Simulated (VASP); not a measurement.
SiC:

```xyz
2
Lattice="0.0000 2.1780 2.1780 2.1780 0.0000 2.1780 2.1780 2.1780 0.0000" Properties=species:S:1:pos:R:3 pbc="T T T"
Si    1.0890    1.0890    1.0890
C     0.0000    0.0000    0.0000
```

Base run:

* Program: VASP 6.6.1
* Functional: PBEsol
* Potentials or basis: VASP PAW PBE potentials, release 64 (Si, C)
* Cutoff: 600 eV
* k mesh: 8 × 8 × 8
* Occupations: gaussian, width 0.01 eV
* Spin: no spin polarisation

Its results: band gap on the k mesh 1.23 eV, indirect (least direct gap 4.44 eV); pressure 0.3 GPa.

After a change of settings the same cell gave: band gap on the k mesh 1.23 eV, indirect (least direct gap 4.44 eV); pressure -2.1 GPa. Which change was it?
A. functional from PBEsol to PBE; k mesh from 8 × 8 × 8 to 4 × 4 × 4
B. functional from PBEsol to HSE06; cutoff from 600 eV to 520 eV; k mesh from 8 × 8 × 8 to 4 × 4 × 4
C. dispersion from none to D4
D. cutoff from 600 eV to 520 eV; occupations from gaussian, width 0.01 eV to methfessel-paxton, width 0.2 eV; further incar settings from ALGO = Normal; EDIFF = 1e-06; NBANDS = 11 to ALGO = Normal; EDIFF = 1e-07; NBANDS = 11

C.

Dispersion adds attraction, which lowers the pressure at fixed volume and, as a term added to the energy, leaves the levels alone.

Caveats: the PAW data sets were made with another functional, which shifts forces and pressure a little.
